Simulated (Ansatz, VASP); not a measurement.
Ir: VASP beside Ansatz

```
CELL_PARAMETERS angstrom
0.00000 1.92211 1.97017
1.92211 0.00000 1.97017
1.92211 1.92211 0.00000
ATOMIC_POSITIONS crystal
Ir 0.00000 0.00000 0.00000
```

Change from the starting cell: strain +0.0250 x Voigt [0, 0, 1, 0, 0, 0], atoms carried along.

Alike in both runs: task single point; functional r2SCAN; k mesh 26 × 26 × 26; occupations gaussian, width 0.15 eV; no spin polarisation.

|  | VASP | Ansatz |
| --- | --- | --- |
| version | VASP 6.6.1 | Ansatz 0.2.0 |
| potentials or method | VASP PAW PBE potentials, release 64 (Ir), cutoff 520 eV | scalar-relativistic, plane waves, PAW |
| valence electrons in the cell | 9 | 17 |

Ansatz gave:

* gap on the k mesh at the Fermi level (eV): none
* pressure (GPa): -8.6
* traceless stress, the component that is largest in VASP (GPa): -6.07

Problem. Estimate VASP's values.

Solution. gap on the k mesh at the Fermi level (eV): none; pressure (GPa): -6.4; traceless stress, the component that is largest in VASP (GPa): -6.08.

VASP's potentials were made for PBE, not for r2SCAN. A gap of «none» marks a metal or a gap that the smearing closes. The functional is the same, so the differences come from potentials, cutoffs and numerics. VASP's potentials hold 9 valence electrons a cell and Ansatz's 17, so a difference there can come from the potentials and not from the codes.

Spin-orbit coupling is off throughout.
